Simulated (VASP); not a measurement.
Here is a VASP 6.6.1 calculation.

File INCAR:

```
ALGO     = Normal         # electronic algorithm
EDIFF    = 1E-8           # SCF threshold, eV
ENCUT    = 520            # plane-wave cutoff, eV
GGA      = PS             # functional
ISIF     = 2              # what is computed and relaxed
ISMEAR   = -1             # smearing method
LASPH    = True           # aspherical terms in the spheres
LCHARG   = False          # write CHGCAR
LEFG     = True         
LREAL    = False          # projectors in reciprocal space
LWAVE    = False          # write WAVECAR
NBANDS   = 8              # bands
NELM     = 60             # most SCF steps
PREC     = Accurate       # precision mode
SIGMA    = 0.05           # smearing width, eV
```

The input KPOINTS:

```
k-points
0
Gamma
  19 19 19
```

Contents of POSCAR:

```
Sb
1.0
   -1.5448500000      1.4952500000      2.4800000000
    1.4952500000     -1.5448500000      2.4800000000
    1.5147500000      1.5147500000     -2.5101000000
Sb
1
Direct
    0.0000000000      0.0000000000      0.0000000000
```

Potentials or basis: VASP PAW PBE potentials, release 64 (Sb).

Launch:

```bash
$ cat potpaw_PBE.64/Sb/POTCAR > POTCAR
$ mpirun -np 1 vasp_std > vasp.out
```

Estimate the band gap on the k mesh.

zero (an odd number of electrons rules out a gap without spin polarisation).

What does it give for the pressure?

15.4 GPa.

Electric field gradients, principal values (V/Å²):
| atom | least | middle | greatest (by size) |
| --- | --- | --- | --- |
| 1 Sb | -14.521 | -18.946 | 33.467 |

Caveat: the cell differs from its parent crystal (equal xy, yz and zx shear strains of -2 %); the cell stands under pressure; without QUAD_EFG the Cq values of the log hold for a quadrupole moment of 1 mb, not for the nuclei; the PAW data sets were made with another functional, which shifts forces and pressure a little; spin-orbit coupling is left out, which moves the levels of the heavy elements.
